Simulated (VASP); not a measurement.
# Ni in VASP: further runs, part 3 of 3

VASP 6.6.1.

## (6) Electric field gradients, LDA, collinear spin, ferromagnetic start (equal xx and yy strain of +3 %)

INCAR

```
SYSTEM = Ni
  PREC = Accurate
  ENCUT = 520
  EDIFF = 1E-8
  ISMEAR = -1
  SIGMA = 0.05
  LREAL = .False.
  LASPH = .True.
  NELM = 150
  ALGO = Normal
  ISIF = 2
  LWAVE = .False.
  LCHARG = .False.
  ISPIN = 2
  MAGMOM = 1.5
  LORBIT = 11
  LMAXMIX = 4
  LEFG = .True.
  NBANDS = 15
```

KPOINTS

```
Automatic mesh
0
Gamma
  20 20 20
  0 0 0
```

POSCAR

```
Ni
1.0
    0.0000000000      1.8209885000      1.7679500000
    1.8209885000      0.0000000000      1.7679500000
    1.8209885000      1.8209885000      0.0000000000
Ni
1
Direct
    0.0000000000      0.0000000000      0.0000000000
```

Potentials or basis: VASP PAW LDA potentials, release 64 (Ni).

Started as:

```sh
$ cat potpaw_LDA.64/Ni/POTCAR > POTCAR
$ mpirun -np 1 vasp_std > vasp.out
```

OUTCAR:

```text
SYSTEM = Ni
   PREC = Accurate
   ENCUT = 520
   EDIFF = 1E-8
   ISMEAR = -1
   LREAL = .False.
   LASPH = .True.
   NELM = 150
   ISIF = 2
   ISPIN = 2
   LORBIT = 11

 ion  position               nearest neighbor table
   1  0.000  0.000  0.000-

  LATTYP: Found a body centered tetragonal cell.
 ALAT       =     2.5752666336
 C/A-ratio  =     1.3730228761

  Lattice vectors:

 A1 = (   0.0000000000,  -1.8209885000,  -1.7679500000)
 A2 = (   0.0000000000,   1.8209885000,  -1.7679500000)
 A3 = (   1.8209885000,   0.0000000000,   1.7679500000)

Analysis of symmetry for initial positions (statically):
=====================================================================
 Subroutine PRICEL returns:
 Original cell was already a primitive cell.

 Routine SETGRP: Setting up the symmetry group for a
 body centered tetragonal supercell.

 Subroutine GETGRP returns: Found 16 space group operations
 (whereof 16 operations were pure point group operations)
 out of a pool of 16 trial point group operations.

The static configuration has the point symmetry D_4h.

Analysis of symmetry for dynamics (positions and initial velocities):
=====================================================================
 Subroutine PRICEL returns:
 Original cell was already a primitive cell.

 Routine SETGRP: Setting up the symmetry group for a
 body centered tetragonal supercell.

 Subroutine GETGRP returns: Found 16 space group operations
 (whereof 16 operations were pure point group operations)
 out of a pool of 16 trial point group operations.

The dynamic configuration has the point symmetry D_4h.

Analysis of structural, dynamic, and magnetic symmetry:
=====================================================================
 Subroutine PRICEL returns:
 Original cell was already a primitive cell.

 Routine SETGRP: Setting up the symmetry group for a
 body centered tetragonal supercell.

 Subroutine GETGRP returns: Found 16 space group operations
 (whereof 16 operations were pure point group operations)
 out of a pool of 16 trial point group operations.

The overall configuration has the point symmetry D_4h.

 Subroutine INISYM returns: Found 16 space group operations
 (whereof 16 operations are pure point group operations),
 and found     1 'primitive' translations

----------------------------------------------------------------------------------------

                                     Primitive cell

  volume of cell :      11.7250

  direct lattice vectors                    reciprocal lattice vectors
     0.000000000  1.820988500  1.767950000    -0.274576144  0.274576144  0.282813428
     1.820988500  0.000000000  1.767950000     0.274576144 -0.274576144  0.282813428
     1.820988500  1.820988500  0.000000000     0.274576144  0.274576144 -0.282813428

  length of vectors
     2.538039858  2.538039858  2.575266634     0.480382715  0.480382715  0.480382715

  position of ions in fractional coordinates (direct lattice)
     0.000000000  0.000000000  0.000000000

  ion indices of the primitive-cell ions
   primitive index   ion index
                 1           1

----------------------------------------------------------------------------------------

 KPOINTS: Automatic mesh
[... 118 lines left out ...]

 val. band max:        7.9942599765   @ k =  -0.2000   0.3000   0.2000
 cond. band min:       7.9954801047   @ k =  -0.3500   0.3500   0.2500
 fundamental gap:      0.0012201282
 Fermi energy:         7.9952887283

 spin component 1

 k-point     1 :       0.0000    0.0000    0.0000
  band No.  band energies     occupation
      1      -0.4743      1.00000
      2       5.7748      1.00000
      3       5.7748      1.00000
      4       5.9358      1.00000
      5       6.7696      1.00000
      6       6.9432      1.00000
      7      31.1740      0.00000
      8      34.2558      0.00000
      9      34.2558      0.00000
     10      34.4591      0.00000
     11      37.0100      0.00000
     12      37.1378      0.00000
     13      37.1378      0.00000
     14      40.3737      0.00000
[... 403 lines left out ...]
      4       6.0669      1.00000
      5       7.1865      1.00000
      6       7.4710      0.99997
      7      16.6625      0.00000
      8      29.3802      0.00000
      9      30.7782      0.00000
     10      31.9760      0.00000
     11      34.3210      0.00000
     12      36.5391      0.00000
     13      40.9126      0.00000
     14      46.7493      0.00000
     15      48.4560      0.00000

 [... further k-points ...]

 spin component 2

 k-point     1 :       0.0000    0.0000    0.0000
  band No.  band energies     occupation
      1      -0.4382      1.00000
      2       6.4063      1.00000
      3       6.4063      1.00000
      4       6.5654      1.00000
      5       7.3536      1.00000
      6       7.5250      0.99992
      7      31.1455      0.00000
      8      34.3037      0.00000
      9      34.3037      0.00000
     10      34.5233      0.00000
     11      37.1543      0.00000
     12      37.2990      0.00000
     13      37.2990      0.00000
     14      40.3426      0.00000
[... 403 lines left out ...]
      4       6.5656      1.00000
      5       7.8369      0.95961
      6       8.0889      0.13323
      7      16.9024      0.00000
      8      29.4294      0.00000
      9      30.8365      0.00000
     10      32.1044      0.00000
     11      34.4351      0.00000
     12      36.6394      0.00000
     13      41.0212      0.00000
     14      46.8554      0.00000
     15      48.6064      0.00000

 [... further k-points ...]

------------------------ aborting loop because EDIFF is reached ----------------------------------------

  FORCE on cell =-STRESS in cart. coord.  units (eV):
  Direction    XX          YY          ZZ          XY          YZ          ZX
  --------------------------------------------------------------------------------------
  -------------------------------------------------------------------------------------
  Total       -2.0229801     -2.0229801     -1.8384105      0.0000000      0.0000000     -0.0000000
  in kB     -276.4316731   -276.4316731   -251.2110306      0.0000000      0.0000000     -0.0000000
  external PRESSURE =    -268.0247923 kB  Pullay stress =       0.0000000 kB

 VOLUME and BASIS-vectors are now :
 -----------------------------------------------------------------------------
  energy-cutoff  :      520.00
  volume of cell :       11.73
      direct lattice vectors                 reciprocal lattice vectors
     0.000000000  1.820988500  1.767950000    -0.274576144  0.274576144  0.282813428
     1.820988500  0.000000000  1.767950000     0.274576144 -0.274576144  0.282813428
     1.820988500  1.820988500  0.000000000     0.274576144  0.274576144 -0.282813428

 POSITION                                       TOTAL-FORCE (eV/Angst)
 -----------------------------------------------------------------------------------
      0.00000      0.00000      0.00000         0.000000     -0.000000      0.000000
 -----------------------------------------------------------------------------------
    total drift:                               -0.000000     -0.000000     -0.000000

  FREE ENERGIE OF THE ION-ELECTRON SYSTEM (eV)
  ---------------------------------------------------
  free  energy   TOTEN  =        -6.4187227371 eV

  energy  without entropy=       -6.4020552626  energy(sigma->0) =       -6.41038900

 Electric field gradients (V/A^2)
---------------------------------------------------------------------
 ion       V_xx      V_yy      V_zz      V_xy      V_xz      V_yz
---------------------------------------------------------------------
   1       0.960     0.960    -1.921     0.001    -0.001    -0.001
---------------------------------------------------------------------

 Electric field gradients after diagonalization (V/A^2)
 (convention: |V_zz| > |V_xx| > |V_yy|)
----------------------------------------------------------------------
 ion       V_xx      V_yy      V_zz     asymmetry (V_yy - V_xx)/ V_zz
----------------------------------------------------------------------
   1       0.962     0.959    -1.921       0.002
----------------------------------------------------------------------

           NMR quadrupolar parameters

 Cq : quadrupolar parameter    Cq=e*Q*V_zz/h
 eta: asymmetry parameters     (V_yy - V_xx)/ V_zz
 Q  : nuclear electric quadrupole moment in mb (millibarn)
----------------------------------------------------------------------
 ion       Cq(MHz)       eta       Q (mb)
----------------------------------------------------------------------
   1      -0.005       0.002       1.000
----------------------------------------------------------------------

 total charge

# of ion       s       p       d       tot
------------------------------------------
    1        0.469   0.433   8.296   9.199

 magnetization (x)

# of ion       s       p       d       tot
------------------------------------------
    1       -0.005  -0.018   0.653   0.630
```

OSZICAR:

```text
N       E                     dE             d eps       ncg     rms          rms(c)
DAV:   1     0.323564353081E+02    0.32356E+02   -0.42117E+03 40708   0.841E+02
DAV:   2    -0.597644168711E+01   -0.38333E+02   -0.35372E+02 43920   0.160E+02
DAV:   3    -0.747465153731E+01   -0.14982E+01   -0.14847E+01 46930   0.314E+01
DAV:   4    -0.748490185021E+01   -0.10250E-01   -0.10248E-01 46717   0.245E+00
DAV:   5    -0.748505535412E+01   -0.15350E-03   -0.15350E-03 48067   0.272E-01    0.993E+00
DAV:   6    -0.693654449299E+01    0.54851E+00   -0.16257E+01 55904   0.448E+01    0.725E+00
DAV:   7    -0.643463915724E+01    0.50191E+00   -0.35006E+00 53288   0.183E+01    0.155E+00
DAV:   8    -0.642300947401E+01    0.11630E-01   -0.21575E-02 44569   0.865E-01    0.826E-01
DAV:   9    -0.641976303315E+01    0.32464E-02   -0.19984E-03 63217   0.245E-01    0.276E-01
DAV:  10    -0.641873622426E+01    0.10268E-02   -0.13294E-03 67618   0.194E-01    0.394E-02
DAV:  11    -0.641872348089E+01    0.12743E-04   -0.18790E-05 52239   0.307E-02    0.274E-02
DAV:  12    -0.641872319786E+01    0.28303E-06   -0.63974E-06 62175   0.123E-02    0.752E-03
DAV:  13    -0.641872288305E+01    0.31481E-06   -0.11705E-07 51957   0.402E-03    0.473E-03
DAV:  14    -0.641872273740E+01    0.14565E-06   -0.11878E-07 44594   0.208E-03    0.108E-03
DAV:  15    -0.641872273709E+01    0.30695E-09   -0.87091E-09 36233   0.822E-04
   1 F= -.64187227E+01 E0= -.64103890E+01  d E =-.166675E-01  mag=     0.6200
```

stdout:

```text
POSCAR found type information on POSCAR Ni
 POSCAR found :  1 types and       1 ions
 scaLAPACK will be used
 LDA part: xc-table for (Slater(with rela. corr.)+CA(PZ))
 , standard interpolation
 POSCAR, INCAR and KPOINTS ok, starting setup
 FFT: planning ... GRIDC
 FFT: planning ... GRID_SOFT
 FFT: planning ... GRID
 WAVECAR not read
 entering main loop
ion   1
```

Wall time 6.3 min (1 thread of Oxide Virtual Turin-like, shared host); peak memory 0.23 GiB.

Results:

* Free energy: -6.4187 eV
* Pressure: -26.8 GPa
* Net moment: 0.62 μB per cell
* Site moments: Ni +0.63 μB
* Valence electrons inside the program's atomic spheres: Ni 9.20

Electric field gradients, principal values (V/Å²):
```tsv
atom	least	middle	greatest (by size)
1 Ni	0.959	0.962	-1.921
```

Caveat: the cell differs from its parent crystal (equal xx and yy strain of +3 %); without QUAD_EFG the Cq values of the log hold for a quadrupole moment of 1 mb, not for the nuclei.

## (7) Summary

```csv
cell,gap on the mesh (eV),pressure (GPa),moment (μB)
"a = 2.483 Å, angles 60.0°, 1 atom",none,-16.0,0.61
"a = 2.521 Å, angles 60.0°, 1 atom",none,-22.8,0.61
"a = 2.541 Å, angles 60.0°, 1 atom",none,-25.7,0.62
"a = 2.538, b = 2.538, c = 2.575 Å, angles 59.5, 59.5, 61.0°, 1 atom",none,-26.8,0.62
```

Alike in all rows: task electric field gradients; level LDA; potentials or basis VASP PAW LDA potentials, release 64 (Ni); spin collinear, ferromagnetic start; k mesh 20 × 20 × 20; cutoff (eV) 520; smearing fermi-dirac 0.05 eV.

Absolute energies hang on the potentials; compare differences alone.
